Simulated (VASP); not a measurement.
# GaN (P6_3mc) in VASP: notebook

The runs below take GaN through single point, with r2SCAN.

Everything below comes from runs of VASP 6.6.1. Logs are shortened: lines on timing, memory, paths and dates and some standing lists are left out, and cuts for length are marked.

## (1) The cell of the first run

The structure is hexagonal, space group P6_3mc (No. 186). Conventional cell: a = 3.247 Å, b = 3.247 Å, c = 5.287 Å, α = 90.00°, β = 90.00°, γ = 120.00°. Within 2.6 Å of Ga (site symmetry 3m) lie 4 N at 1.98 to 1.99 Å. Within 2.6 Å of N (site symmetry 3m) lie 4 Ga at 1.98 to 1.99 Å.

## (2) Single point, r2SCAN (strain +2.0%)

Contents of POSCAR:

```
GaN
1.0
    3.2468123637      0.0000000000      0.0000000000
   -1.6234061818      2.8118219883      0.0000000000
    0.0000000000      0.0000000000      5.2872977339
Ga N
2 2
Direct
    0.3333333333      0.6666666667     -0.0009714342
    0.6666666667      0.3333333333      0.4990285658
    0.3333333333      0.6666666667      0.3759714342
    0.6666666667      0.3333333333      0.8759714342
```

Contents of INCAR.step1:

```
SYSTEM = GaN
ALGO = Normal ; EDIFF = 1E-4
ENCUT = 520 ; GGA = PE
ISMEAR = 0 ; LASPH = .TRUE.
LCHARG = .FALSE. ; LREAL = .FALSE.
LWAVE = .TRUE. ; NBANDS = 26
NELM = 60 ; PREC = Accurate
SIGMA = 0.01
```

Contents of INCAR.step2:

```
SYSTEM = GaN
ALGO = Normal ; EDIFF = 1E-6
ENCUT = 520 ; ISIF = 2
ISMEAR = 0 ; ISTART = 1
LASPH = .TRUE. ; LCHARG = .FALSE.
LMIXTAU = .TRUE. ; LREAL = .FALSE.
LWAVE = .FALSE. ; METAGGA = R2SCAN
NBANDS = 26 ; NELM = 60
PREC = Accurate ; SIGMA = 0.01
```

Contents of KPOINTS:

```
k-points
0
G
  12 12 6
  0 0 0
```

Potentials or basis: VASP PAW PBE potentials, release 64 (Ga_d, N).

On the command line:

```
$ cat potpaw_PBE.64/Ga_d/POTCAR potpaw_PBE.64/N/POTCAR > POTCAR
$ cp INCAR.step1 INCAR
$ mpirun -np 1 vasp_std > vasp.out
$ cp INCAR.step2 INCAR
$ mpirun -np 1 vasp_std > vasp.out
```

OUTCAR:

```text
SYSTEM = GaN
   EDIFF = 1E-6
   ENCUT = 520
   ISIF = 2
   ISMEAR = 0
   ISTART = 1
   LASPH = .TRUE.
   LREAL = .FALSE.
   METAGGA = R2SCAN
   NELM = 60
   PREC = Accurate

 ion  position               nearest neighbor table
   1  0.333  0.667  0.999-   4 1.98   4 1.98   4 1.98   3 1.99
   2  0.667  0.333  0.499-   3 1.98   3 1.98   3 1.98   4 1.99
   3  0.333  0.667  0.376-   2 1.98   2 1.98   2 1.98   1 1.99
   4  0.667  0.333  0.876-   1 1.98   1 1.98   1 1.98   2 1.99

  LATTYP: Found a hexagonal cell.
 ALAT       =     3.2468123637
 C/A-ratio  =     1.6284580510

  Lattice vectors:

 A1 = (   3.2468123637,   0.0000000000,   0.0000000000)
 A2 = (  -1.6234061818,   2.8118219883,   0.0000000000)
 A3 = (   0.0000000000,   0.0000000000,   5.2872977339)

Analysis of symmetry for initial positions (statically):
=====================================================================
 Subroutine PRICEL returns:
 Original cell was already a primitive cell.

 Routine SETGRP: Setting up the symmetry group for a
 hexagonal supercell.

 Subroutine GETGRP returns: Found 12 space group operations
 (whereof  6 operations were pure point group operations)
 out of a pool of 24 trial point group operations.

The static configuration has the point symmetry C_3v.
 The point group associated with its full space group is C_6v.

Analysis of symmetry for dynamics (positions and initial velocities):
=====================================================================
 Subroutine PRICEL returns:
 Original cell was already a primitive cell.

 Routine SETGRP: Setting up the symmetry group for a
 hexagonal supercell.

 Subroutine GETGRP returns: Found 12 space group operations
 (whereof  6 operations were pure point group operations)
 out of a pool of 24 trial point group operations.

The dynamic configuration has the point symmetry C_3v.
 The point group associated with its full space group is C_6v.

 Subroutine INISYM returns: Found 12 space group operations
 (whereof  6 operations are pure point group operations),
 and found     1 'primitive' translations

----------------------------------------------------------------------------------------

                                     Primitive cell

  volume of cell :      48.2702

  direct lattice vectors                    reciprocal lattice vectors
     3.246812364  0.000000000  0.000000000     0.307994392  0.177820645  0.000000000
    -1.623406182  2.811821988  0.000000000     0.000000000  0.355641290  0.000000000
     0.000000000  0.000000000  5.287297734     0.000000000  0.000000000  0.189132531

  length of vectors
     3.246812364  3.246812364  5.287297734     0.355641290  0.355641290  0.189132531

  position of ions in fractional coordinates (direct lattice)
     0.333333333  0.666666667  0.999028566
     0.666666667  0.333333333  0.499028566
     0.333333333  0.666666667  0.375971434
     0.666666667  0.333333333  0.875971434

  ion indices of the primitive-cell ions
   primitive index   ion index
                 1           1
                 2           2
                 3           3
                 4           4

----------------------------------------------------------------------------------------

 KPOINTS: k-points

Automatic generation of k-mesh.
 Grid dimensions read from file:
 generate k-points for:   12   12    6

 Generating k-lattice:

  Cartesian coordinates                     Fractional coordinates (reciprocal lattice)
     0.025666199  0.014818387  0.000000000     0.083333333  0.000000000  0.000000000
     0.000000000  0.029636774  0.000000000     0.000000000  0.083333333  0.000000000
     0.000000000  0.000000000  0.031522088     0.000000000  0.000000000  0.166666667

  Length of vectors
     0.029636774  0.029636774  0.031522088

  Shift w.r.t. Gamma in fractional coordinates (k-lattice)
     0.000000000  0.000000000  0.000000000

 Subroutine IBZKPT returns following result:
 ===========================================

 Found     76 irreducible k-points:

 Following reciprocal coordinates:
            Coordinates               Weight
  0.000000  0.000000  0.000000      1.000000
  0.083333  0.000000  0.000000      6.000000
  0.166667 -0.000000  0.000000      6.000000
  0.250000 -0.000000  0.000000      6.000000
  0.333333  0.000000  0.000000      6.000000
  0.416667  0.000000  0.000000      6.000000
[... 16 lines left out ...]
  0.250000 -0.000000  0.166667     12.000000
  0.333333  0.000000  0.166667     12.000000
 [... further k-points ...]
   k-points           NKPTS =     76   k-points in BZ     NKDIM =     76   number of bands    NBANDS=     26
   number of dos      NEDOS =    301   number of ions     NIONS =      4
   total plane-waves  NPLWV =  23040
   dimension x,y,z NGX =    24 NGY =   24 NGZ =   40
   dimension x,y,z NGXF=    48 NGYF=   48 NGZF=   80
   ions per type =               2   2
   NGX,Y,Z   is equivalent  to a cutoff of  12.29, 12.29, 12.58 a.u.
   NGXF,Y,Z  is equivalent  to a cutoff of  24.58, 24.58, 25.15 a.u.
 SYSTEM =  GaN
   PREC   = accura    normal or accurate (medium, high low for compatibility)
   ISTART =      1    job   : 0-new  1-cont  2-samecut
   ICHARG =      0    charge: 1-file 2-atom 10-const
   ISPIN  =      1    spin polarized calculation?
   LNONCOLLINEAR =      F non collinear calculations
   LSORBIT =      F    spin-orbit coupling
   LASPH  =      T    aspherical Exc in radial PAW
   ENCUT  =  520.0 eV  38.22 Ry    6.18 a.u.   6.04  6.04  9.83*2*pi/ulx,y,z
   NELM   =     60;   NELMIN=  2; NELMDL=  0     # of ELM steps
   EDIFF  = 0.1E-05   stopping-criterion for ELM
   LREAL  =      F    real-space projection
   EDIFFG = 0.1E-04   stopping-criterion for IOM
   NSW    =      0    number of steps for IOM
   IBRION =     -1    ionic relax: 0-MD 1-quasi-New 2-CG
   NFREE  =      0    steps in history (QN), initial steepest desc. (CG)
   ISIF   =      2    stress and relaxation
   ISYM   =      2    0-nonsym 1-usesym 2-fastsym
   POTIM  = 0.5000    time-step for ionic-motion
   TEBEG  =    0.0;   TEEND  =   0.0 temperature during run
   PSTRESS=    0.0 pullay stress
   NELECT =      36.0000    total number of electrons
   NUPDOWN=      -1.0000    fix difference up-down
   EMIN   =  10.00;   EMAX   =-10.00  energy-range for DOS
   EFERMI =   0.00;   METHOD = LEGACY
   ISMEAR =     0;   SIGMA  =   0.01  broadening in eV -4-tet -1-fermi 0-gaus
   EFERMI_NEDOS =   21; number of points for ismear=-14 and -15
   IALGO  =     38    algorithm
   IMIX   =      4    mixing-type and parameters
     AMIX     =   0.40;   BMIX     =  1.00
     AMIX_MAG =   1.60;   BMIX_MAG =  1.00
  volume/ion in A,a.u.               =      12.07        81.44
  Fermi-wavevector in a.u.,A,eV,Ry     =   1.484623  2.805530 29.988660  2.204104
  Thomas-Fermi vector in A             =   2.598136
   LORBIT       =      0    0 simple, 1 ext, 2 COOP (PROOUT), +10 PAW based schemes
   METAGGA = R2SCAN    functional components
   LHFCALC =     F    Hartree Fock is set to
   AEXX    =    0.0000 exact exchange contribution
   IVDW    =     0    specifies the selected vdW correction
   LEPSILON=     F    determine dielectric tensor
   LRPA    =     F    only Hartree local field effects (RPA)
 non-spin polarized calculation
 Gauss-broadening in eV      SIGMA  =   0.01
  energy-cutoff  :      520.00
  volume of cell :       48.27
 maximum number of plane-waves:      1320
   NGX = 13   NGY = 13   NGZ = 19

 number of electron      35.9999980 magnetization

 Free energy of the ion-electron system (eV)
  ---------------------------------------------------
  ext. energy  EPLUGINS =         0.00000000
  ---------------------------------------------------
  free energy    TOTEN  =       -43.74643443 eV

  energy without entropy =      -43.74643443  energy(sigma->0) =      -43.74643443

 E-fermi :   4.5583     XC(G=0): -12.3171

 val. band max:        4.4736061199   @ k =   0.0000   0.0000   0.0000
 cond. band min:       6.4063388070   @ k =   0.0000   0.0000   0.0000
 fundamental gap:      1.9327326871
 Fermi energy:         4.5583281755

 k-point     1 :       0.0000    0.0000    0.0000
  band No.  band energies     occupation
      1     -11.8410      2.00000
      2     -11.0182      2.00000
      3      -9.3276      2.00000
      4      -9.3139      2.00000
      5      -9.3138      2.00000
      6      -9.2571      2.00000
[... 18 lines left out ...]
     25      16.5006      0.00000
     26      16.5006      0.00000

 k-point     2 :       0.0833    0.0000    0.0000
  band No.  band energies     occupation
      1     -11.7797      2.00000
      2     -11.0021      2.00000
      3      -9.3219      2.00000
      4      -9.3050      2.00000
      5      -9.2887      2.00000
      6      -9.2495      2.00000
[... 18 lines left out ...]
     25      16.1521      0.00000
     26      16.6555      0.00000

 k-point     3 :       0.1667   -0.0000    0.0000
  band No.  band energies     occupation
      1     -11.6136      2.00000
      2     -10.9620      2.00000
      3      -9.3004      2.00000
      4      -9.2830      2.00000
      5      -9.2334      2.00000
      6      -9.2124      2.00000
[... 18 lines left out ...]
     25      16.1700      0.00000
     26      17.0246      0.00000

 k-point     4 :       0.2500   -0.0000    0.0000
  band No.  band energies     occupation
      1     -11.3953      2.00000
      2     -10.9169      2.00000
      3      -9.2769      2.00000
      4      -9.2601      2.00000
      5      -9.1948      2.00000
      6      -9.1683      2.00000
[... 18 lines left out ...]
     25      16.2918      0.00000
     26      17.5258      0.00000
[... 496 lines left out ...]
      1     -11.5516      2.00000
      2     -10.9832      2.00000
      3      -9.2958      2.00000
      4      -9.2796      2.00000
      5      -9.2375      2.00000
      6      -9.2185      2.00000
[... 18 lines left out ...]
     25      15.8013      0.00000
     26      16.8201      0.00000

 k-point    23 :       0.2500   -0.0000    0.1667
  band No.  band energies     occupation
      1     -11.3457      2.00000
      2     -10.9302      2.00000
      3      -9.2757      2.00000
      4      -9.2544      2.00000
      5      -9.2052      2.00000
      6      -9.1747      2.00000
[... 18 lines left out ...]
     25      15.9537      0.00000
     26      17.3598      0.00000

 k-point    24 :       0.3333    0.0000    0.1667
  band No.  band energies     occupation
      1     -11.1609      2.00000
      2     -10.8896      2.00000
      3      -9.2641      2.00000
      4      -9.2382      2.00000
      5      -9.1778      2.00000
      6      -9.1329      2.00000
[... 18 lines left out ...]
     25      16.2235      0.00000
     26      17.8941      0.00000

 [... further k-points ...]

------------------------ aborting loop because EDIFF is reached ----------------------------------------

  FORCE on cell =-STRESS in cart. coord.  units (eV):
  Direction    XX          YY          ZZ          XY          YZ          ZX
  --------------------------------------------------------------------------------------
  -------------------------------------------------------------------------------------
  Total       -2.8286576     -2.8286576     -2.8019376     -0.0000000      0.0000000      0.0000000
  in kB      -93.8884535    -93.8884535    -93.0015649     -0.0000000      0.0000000      0.0000000
  external PRESSURE =     -93.5928240 kB  Pullay stress =       0.0000000 kB

 VOLUME and BASIS-vectors are now :
 -----------------------------------------------------------------------------
  energy-cutoff  :      520.00
  volume of cell :       48.27
      direct lattice vectors                 reciprocal lattice vectors
     3.246812364  0.000000000  0.000000000     0.307994392  0.177820645  0.000000000
    -1.623406182  2.811821988  0.000000000     0.000000000  0.355641290  0.000000000
     0.000000000  0.000000000  5.287297734     0.000000000  0.000000000  0.189132531

 POSITION                                       TOTAL-FORCE (eV/Angst)
 -----------------------------------------------------------------------------------
     -0.00000      1.87455      5.28216         0.000000      0.000000      0.003806
      1.62341      0.93727      2.63851        -0.000000     -0.000000      0.003806
     -0.00000      1.87455      1.98787        -0.000000      0.000000     -0.003806
      1.62341      0.93727      4.63152        -0.000000     -0.000000     -0.003806
 -----------------------------------------------------------------------------------
    total drift:                                0.000002      0.000003      0.008980

  FREE ENERGIE OF THE ION-ELECTRON SYSTEM (eV)
  ---------------------------------------------------
  free  energy   TOTEN  =       -43.7464344255 eV

  energy  without entropy=      -43.7464344255  energy(sigma->0) =      -43.74643443
```

Wall time 5.4 min (1 thread of Intel Xeon 8259CL, shared host); peak memory 0.23 GiB.

What came out:

- Free energy: -43.7464 eV
- Pressure: -9.4 GPa
- Largest force: 0.004 eV/Å
- Band gap on the k mesh: 1.93 eV

Forces in eV/Å, atoms in the order of the input:
```
Ga   0.000  0.000  0.004
Ga   0.000  0.000  0.004
N    0.000  0.000 -0.004
N    0.000  0.000 -0.004
```

Stress tensor (GPa, compression positive):
```
-9.39  0.00  0.00
 0.00 -9.39  0.00
 0.00  0.00 -9.30
```

Levels at points of the mesh, in eV from the valence-band top:
```csv
k point,band 16,band 17,band 18,band 19,band 20,band 21
"(0.00, 0.00, 0.00)",-0.03,0.00,0.00,1.93,4.41,9.60
"(0.50, 0.00, 0.00)",-2.63,-2.07,-0.96,5.39,5.74,6.39
"(0.00, 0.00, 0.50)",-0.51,-0.51,-0.51,4.37,4.37,8.84
"(0.50, 0.00, 0.50)",-1.86,-1.82,-1.82,4.69,4.69,8.03
```

Caveat: the cell differs from its parent crystal (strain +2.0%); the cell stands under tension; the PAW data sets were made with another functional, which shifts forces and pressure a little.

## (3) Single point, r2SCAN (strain +3.0%)

Contents of POSCAR:

```
GaN
1.0
    3.2786438574      0.0000000000      0.0000000000
   -1.6393219287      2.8393888705      0.0000000000
    0.0000000000      0.0000000000      5.3391339861
Ga N
2 2
Direct
    0.3333333333      0.6666666667     -0.0010152176
    0.6666666667      0.3333333333      0.4989847824
    0.3333333333      0.6666666667      0.3760152176
    0.6666666667      0.3333333333      0.8760152176
```

Contents of INCAR.step1:

```
SYSTEM = GaN
PREC = Accurate
ENCUT = 520
ISMEAR = 0
SIGMA = 0.01
LREAL = .False.
LASPH = .True.
NELM = 60
NBANDS = 26
GGA = PE
ALGO = Normal
EDIFF = 1E-4
LWAVE = .True.
LCHARG = .False.
```

Contents of INCAR.step2:

```
SYSTEM = GaN
PREC = Accurate
ENCUT = 520
EDIFF = 1E-6
ISMEAR = 0
SIGMA = 0.01
LREAL = .False.
LASPH = .True.
NELM = 60
ALGO = Normal
ISIF = 2
LWAVE = .False.
LCHARG = .True.
METAGGA = R2SCAN
LMIXTAU = .True.
LELF = .True.
LVHAR = .True.
NBANDS = 26
ISTART = 1
```

Contents of KPOINTS:

```
regular mesh
0
Gamma
  12 12 6
  0 0 0
```

Potentials or basis: VASP PAW PBE potentials, release 64 (Ga_d, N).

On the command line:

```
$ cat potpaw_PBE.64/Ga_d/POTCAR potpaw_PBE.64/N/POTCAR > POTCAR
$ cp INCAR.step1 INCAR
$ mpirun -np 1 vasp_std > vasp.out
$ cp INCAR.step2 INCAR
$ mpirun -np 1 vasp_std > vasp.out
```

OUTCAR:

```text
SYSTEM = GaN
   PREC = Accurate
   ENCUT = 520
   EDIFF = 1E-6
   ISMEAR = 0
   LREAL = .False.
   LASPH = .True.
   NELM = 60
   ISIF = 2
   METAGGA = R2SCAN
   ISTART = 1

 ion  position               nearest neighbor table
   1  0.333  0.667  0.999-   4 2.00   4 2.00   4 2.00   3 2.01
   2  0.667  0.333  0.499-   3 2.00   3 2.00   3 2.00   4 2.01
   3  0.333  0.667  0.376-   2 2.00   2 2.00   2 2.00   1 2.01
   4  0.667  0.333  0.876-   1 2.00   1 2.00   1 2.00   2 2.01

  LATTYP: Found a hexagonal cell.
 ALAT       =     3.2786438574
[... 897 lines left out ...]
  --------------------------------------------------------------------------------------
  -------------------------------------------------------------------------------------
  Total       -4.2519040     -4.2519040     -4.1925052     -0.0000000      0.0000000      0.0000000
  in kB     -137.0579077   -137.0579077   -135.1432185     -0.0000000      0.0000000      0.0000000
  external PRESSURE =    -136.4196779 kB  Pullay stress =       0.0000000 kB

 VOLUME and BASIS-vectors are now :
 -----------------------------------------------------------------------------
  energy-cutoff  :      520.00
  volume of cell :       49.70
      direct lattice vectors                 reciprocal lattice vectors
     3.278643857  0.000000000  0.000000000     0.305004155  0.176094231  0.000000000
    -1.639321929  2.839388871  0.000000000     0.000000000  0.352188462  0.000000000
     0.000000000  0.000000000  5.339133986     0.000000000  0.000000000  0.187296292

 POSITION                                       TOTAL-FORCE (eV/Angst)
 -----------------------------------------------------------------------------------
     -0.00000      1.89293      5.33371        -0.000000     -0.000000      0.005629
      1.63932      0.94646      2.66415         0.000000     -0.000000      0.005629
     -0.00000      1.89293      2.00760        -0.000000      0.000000     -0.005629
      1.63932      0.94646      4.67716         0.000000     -0.000000     -0.005629
 -----------------------------------------------------------------------------------
    total drift:                                0.000002      0.000003      0.005337

  FREE ENERGIE OF THE ION-ELECTRON SYSTEM (eV)
  ---------------------------------------------------
  free  energy   TOTEN  =       -43.6439720177 eV

  energy  without entropy=      -43.6439720177  energy(sigma->0) =      -43.64397202
```

OUTCAR.step1:

```text
SYSTEM = GaN
   PREC = Accurate
   ENCUT = 520
   ISMEAR = 0
   LREAL = .False.
   LASPH = .True.
   NELM = 60
[... 926 lines left out ...]
      1.63932      0.94646      2.66415        -0.000000      0.000000      0.004695
     -0.00000      1.89293      2.00760        -0.000000     -0.000000     -0.004695
      1.63932      0.94646      4.67716         0.000000     -0.000000     -0.004695
 -----------------------------------------------------------------------------------
    total drift:                               -0.000001     -0.000001     -0.000474

  FREE ENERGIE OF THE ION-ELECTRON SYSTEM (eV)
  ---------------------------------------------------
  free  energy   TOTEN  =       -24.2577386262 eV

  energy  without entropy=      -24.2577386262  energy(sigma->0) =      -24.25773863
```

Wall time 6 min (1 thread of Intel Xeon 8259CL, shared host); peak memory 0.22 GiB.

What came out:

| Item | Value |
| --- | --- |
| Free energy | -43.6440 eV |
| Pressure | -13.6 GPa |
| Largest force | 0.006 eV/Å |
| Band gap on the k mesh | 1.73 eV |

Forces on the atoms (eV/Å):
```
Ga   0.000  0.000  0.006
Ga   0.000  0.000  0.006
N    0.000  0.000 -0.006
N    0.000  0.000 -0.006
```

Caveat: the cell differs from its parent crystal (strain +3.0%); the cell stands under tension; the PAW data sets were made with another functional, which shifts forces and pressure a little.
